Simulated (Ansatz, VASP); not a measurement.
Two plane-wave programs on Pd

Contents of INCAR:

```
  ALGO = Normal
  EDIFF = 1E-6
  ENCUT = 520
  GGA = RP
  ISIF = 2
  ISMEAR = -1
  ISPIN = 2
  LASPH = T
  LCHARG = F
  LMAXMIX = 4
  LORBIT = 11
  LREAL = F
  LWAVE = F
  MAGMOM = 0.356
  NBANDS = 15
  NELM = 150
  PREC = Accurate
  SIGMA = 0.05
```

File KPOINTS:

```
k-points
0
Gamma
  22 22 22
```

Contents of POSCAR:

```
Pd
1.0
    0.0000000000      2.0191238280      2.0191238280
    2.0191238280      0.0000000000      2.0191238280
    2.0191238280      2.0191238280      0.0000000000
Pd
1
Direct
    0.0000000000      0.0000000000      0.0000000000
```

Input for Ansatz:

```yaml
crystal:
  lattice:
    - [0.0, 2.0191238281, 2.0191238281]
    - [2.0191238281, 0.0, 2.0191238281]
    - [2.0191238281, 2.0191238281, 0.0]
  atoms:
    - { symbol: Pd, position: [0.0, 0.0, 0.0], spin: 0.356 }
hamiltonian:
  xc: rpbe
  pseudopotentials:
    kind: paw
    azcp:
      Pd: "pseudopotentials/Pd.paw.azcp"
basis:
  ecutwfc: 420
  fft_grid_basis: typed
kpoints:
  mp_grid: { grid: [22, 22, 22], shift: [0, 0, 0] }
magnetization:
  spin_polarized: true
scf:
  occupations: { method: fermi_dirac, width: 0.05 }
output:
  stress: true
```

Alike in both runs: task single point; functional RPBE; k mesh 22 × 22 × 22; occupations fermi-dirac, width 0.05 eV; collinear spin.

```csv
,VASP,Ansatz
version,VASP 6.6.1,Ansatz 0.2.0
potentials or method,"VASP PAW PBE potentials, release 64 (Pd), cutoff 520 eV","plane waves (420 eV) with PAW, scalar-relativistic"
valence electrons in the cell,10,18
```

Ansatz gave:

| Property | Result |
| --- | --- |
| pressure (GPa) | -5.3 |
| net moment per atom (μB) | 0.38 |
| size of the moment on the site where the two differ most (μB) | 0.39 |

Task: What did VASP give for the same quantities?

Result: Pressure (GPa): -5.5; net moment per atom (μB): 0.38; size of the moment on the site where the two differ most (μB): 0.38.

VASP's potentials were made for PBE, not for RPBE. Site moments also hang on the region over which each program counts them. VASP's potentials hold 10 valence electrons a cell and Ansatz's 18, so a difference there can come from the potentials and not from the codes.
